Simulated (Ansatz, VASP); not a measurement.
# P: VASP beside Ansatz

```
P
1.0
     5.86817    0.00000    0.00000
    -2.93409    5.08199    0.00000
     0.00000    0.00000    4.90074
P
6
Direct
  0.25033 0.50066 0.25000
  0.49934 0.74967 0.58333
  0.25033 0.74967 0.91667
  0.74967 0.49934 0.75000
  0.50066 0.25033 0.08333
  0.74967 0.25033 0.41667
```

Alike in both runs: functional PBE; k mesh 6 × 6 × 4; occupations gaussian, width 0.1 eV; no spin polarisation.

Ansatz relaxed the structure, and its values are those at the end. VASP's run is a single point on that final structure, the one shown.

|  | VASP | Ansatz |
| --- | --- | --- |
| version | VASP 6.6.1 | Ansatz 0.2.0 |
| potentials or method | VASP PAW PBE potentials, release 64 (P), cutoff 520 eV | scalar-relativistic, plane waves, PAW |
| valence electrons in the cell | 30 | 30 |

```csv
,VASP,Ansatz,Ansatz less VASP
gap on the k mesh at the Fermi level (eV),none,none,-
pressure (GPa),-0.2,0.0,+0.19
rms of the force components (eV/Å),0.029,0.000,-0.0287
```

A gap of «none» marks a metal or a gap that the smearing closes. The functional is the same, so the differences come from potentials, cutoffs and numerics.
